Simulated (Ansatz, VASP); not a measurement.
# Two plane-wave programs on ZnHOF

```
Zn H O F
1.0
    10.22800    0.00000    0.00000
     0.00000    3.11250    0.00000
     0.00000    0.00000    4.71650
Zn H O F
4 4 4 4
Cartesian
  1.3117 2.3344 2.4755
  3.8023 0.7781 0.1172
  6.4257 2.3344 4.5993
  8.9163 0.7781 2.2410
  9.3493 2.3344 4.2620
  5.9927 0.7781 1.9038
  4.2353 2.3344 2.8127
  0.8787 0.7781 0.4545
  4.5189 2.3344 3.7507
  0.5951 0.7781 1.3925
  9.6329 2.3344 3.3240
  5.7091 0.7781 0.9658
  1.9797 0.7781 3.7824
  3.1343 2.3344 1.4242
  7.0937 0.7781 3.2923
  8.2483 2.3344 0.9341
```

Alike in both runs: functional PBE; k mesh 2 × 7 × 5; occupations fermi-dirac, width 0.02 eV; no spin polarisation.

Ansatz relaxed the structure, and its values are those at the end. VASP's run is a single point on that final structure, the one shown.

```csv
,VASP,Ansatz
version,VASP 6.6.1,Ansatz 0.2.0
potentials or method,"VASP PAW PBE potentials, release 64 (Zn, H, O, F)","plane-wave PAW, scalar-relativistic"
plane-wave cutoff (eV),520,420
valence electrons in the cell,104,104
```

```csv
,VASP,Ansatz,Ansatz less VASP
gap on the k mesh at the Fermi level (eV),2.68,2.73,+0.051
pressure (GPa),5.3,4.7,-0.52
rms of the force components (eV/Å),0.028,0.008,-0.0200
```

Ansatz's warnings: stress scf threshold loose.
